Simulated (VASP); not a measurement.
A run of VASP 6.6.1 is set up as follows.

INCAR

```
PREC = Accurate
ENCUT = 500
EDIFF = 1E-7
ISMEAR = -1
SIGMA = 0.01
LREAL = False
LASPH = True
NELM = 120
ALGO = Normal
ISIF = 3
LWAVE = False
LCHARG = False
IBRION = 2
NSW = 100
EDIFFG = -0.01
PSTRESS = 100.0
GGA_COMPAT = False
NELMIN = 4
```

Contents of KPOINTS:

```
regular mesh
0
Gamma
  7 7 9
```

Contents of POSCAR:

```
Hf
1.0
    4.9623300000      0.0000000000      0.0000000000
   -2.4811650000      4.2975038420      0.0000000000
    0.0000000000      0.0000000000      3.0862320000
Hf
3
Direct
    0.6666666667      0.3333333333      0.5000000000
    0.3333333333      0.6666666667      0.5000000000
    0.0000000000      0.0000000000      0.0000000000
```

Potentials or basis: VASP PAW LDA potentials, release 64 (Hf_pv).

Command:

```sh
$ cat potpaw_LDA.64/Hf_pv/POTCAR > POTCAR
$ mpirun -np 1 vasp_std > vasp.out
```

Q: Estimate the band gap on the k mesh.

A: Zero (band 15 reaches 6.15 eV, above the bottom of band 16 at 5.24 eV).

Q: Predict the relaxed volume.

A: 19.19 Å³/atom.

Final structure:
```
CELL_PARAMETERS angstrom
4.73968 0.00000 0.00000
-2.36984 4.10468 0.00000
0.00000 0.00000 2.95941
ATOMIC_POSITIONS crystal
Hf 0.66667 0.33333 0.50000
Hf 0.33333 0.66667 0.50000
Hf 0.00000 0.00000 0.00000
```

Caveat: the cell is relaxed towards a set pressure, so the enthalpy falls and the energy may rise; spin-orbit coupling is left out, which moves the levels of the heavy elements.
